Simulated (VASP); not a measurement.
Input of a VASP 6.6.1 run:

File INCAR:

```
SYSTEM = AlRu
PREC = Accurate
ENCUT = 600
EDIFF = 1E-7
ISMEAR = 0
SIGMA = 0.15
LREAL = .False.
LASPH = .True.
NELM = 60
ALGO = Fast
ISIF = 3
LWAVE = .False.
LCHARG = .False.
IBRION = 2
NSW = 100
EDIFFG = -0.01
```

The input KPOINTS:

```
Automatic mesh
0
Gamma
  12 12 12
  0 0 0
```

Contents of POSCAR:

```
AlRu
1.0
    2.9377610768      0.0224820181     -0.0076080687
    0.0224820181      2.9594384430      0.0195531680
   -0.0076080687      0.0195531680      2.9517811818
Al Ru
1 1
Direct
    0.0563676307      0.0579963887     -0.1296693801
    0.4436323693      0.4420036113      0.6296693801
```

Potentials or basis: VASP PAW LDA potentials, release 64 (Al, Ru_pv).

Command:

```sh
$ cat potpaw_LDA.64/Al/POTCAR potpaw_LDA.64/Ru_pv/POTCAR > POTCAR
$ mpirun -np 1 vasp_std > vasp.out
```

(1) Predict the relaxed volume.

(2) What does it give for the band gap on the k mesh?

Results:

(1) 12.91 Å³/atom.

(2) zero (an odd number of electrons rules out a gap without spin polarisation).
